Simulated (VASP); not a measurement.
ZnS, 2 atoms in the cell. The structure is orthorhombic, space group Imm2 (No. 44). The conventional cell has a = 3.773 Å, b = 3.849 Å, c = 5.389 Å, α = 90.00°, β = 90.00°, γ = 90.00°. Zn (site symmetry mm2) has 4 S at 2.32 to 2.35 Å within 3.1 Å. Within 3.1 Å of S (site symmetry mm2) lie 4 Zn at 2.32 to 2.35 Å.  This cell differs from its parent crystal: strain -0.0200 x Voigt [0, 0, 0, 0, 1, 0].

* Program: VASP 6.6.1
* Task: single point
* Functional: r2SCAN
* Potentials or basis: VASP PAW PBE potentials, release 64 (Zn, S)
* Cutoff: 520 eV
* k mesh: 8 × 8 × 8
* Occupations: gaussian, width 0.05 eV
* Spin: no spin polarisation
* Dipole correction: no
* Further INCAR settings: ALGO = Normal; EDIFF = 1e-07; NBANDS = 16

Potentials or basis: VASP PAW PBE potentials, release 64 (Zn, S).

Launch:

```sh
$ cat potpaw_PBE.64/Zn/POTCAR potpaw_PBE.64/S/POTCAR > POTCAR
$ cp INCAR.step1 INCAR
$ mpirun -np 1 vasp_std > vasp.out
$ cp INCAR.step2 INCAR
$ mpirun -np 1 vasp_std > vasp.out
```

Hardware: 1 thread of Intel(R) Xeon(R) 6975P-C (Granite Rapids), on a shared host.

Task: Estimate the wall time of this run.

Result: It took 110 s on 1 thread of Intel(R) Xeon(R) 6975P-C (Granite Rapids) (shared host), peak memory 0.19 GiB. Counts: k points 95.
